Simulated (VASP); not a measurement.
Here is a VASP 6.6.1 calculation.

Contents of POSCAR:

```
NaCl
1.0
    0.0000000000      2.8027319616      2.8027319616
    2.8027319616      0.0000000000      2.8027319616
    2.8027319616      2.8027319616      0.0000000000
Na Cl
1 1
Direct
    0.0000000000      0.0000000000      0.0000000000
    0.5000000000      0.5000000000      0.5000000000
```

File INCAR.step1:

```
ALGO     = Normal         # electronic algorithm
EDIFF    = 1E-5           # SCF threshold, eV
ENCUT    = 520            # plane-wave cutoff, eV
GGA      = PE             # functional
ISIF     = 2              # what is computed and relaxed
ISMEAR   = 0              # smearing method
LASPH    = T              # aspherical terms in the spheres
LCHARG   = F              # write CHGCAR
LREAL    = F              # projectors in reciprocal space
LWAVE    = T              # write WAVECAR
NBANDS   = 14             # bands
NELM     = 60             # most SCF steps
PREC     = Accurate       # precision mode
SIGMA    = 0.01           # smearing width, eV
```

The input INCAR.step2:

```
AEXX     = 0.35           # exact-exchange fraction
ALGO     = Normal         # electronic algorithm
EDIFF    = 1E-6           # SCF threshold, eV
ENCUT    = 520            # plane-wave cutoff, eV
GGA      = PE             # functional
HFSCREEN = 0.3            # screening, 1/A
ISIF     = 2              # what is computed and relaxed
ISMEAR   = 0              # smearing method
ISTART   = 1            
LASPH    = T              # aspherical terms in the spheres
LCHARG   = F              # write CHGCAR
LHFCALC  = T              # exact exchange
LREAL    = F              # projectors in reciprocal space
LWAVE    = F              # write WAVECAR
NBANDS   = 14             # bands
NELM     = 60             # most SCF steps
PREC     = Accurate       # precision mode
PRECFOCK = Normal       
SIGMA    = 0.01           # smearing width, eV
```

KPOINTS

```
k-points
0
Gamma
  4 4 4
```

Potentials or basis: VASP PAW PBE potentials, release 64 (Na_pv, Cl).

Run with:

```console
$ cat potpaw_PBE.64/Na_pv/POTCAR potpaw_PBE.64/Cl/POTCAR > POTCAR
$ cp INCAR.step1 INCAR
$ mpirun -np 1 vasp_std > vasp.out
$ cp INCAR.step2 INCAR
$ mpirun -np 1 vasp_std > vasp.out
```

Predict the band gap on the k mesh.

6.77 eV.

Predict the pressure.

0.6 GPa.

Caveat: the k points lie up to 0.49 Å⁻¹ apart; the PAW data sets were made with another functional, which shifts forces and pressure a little.
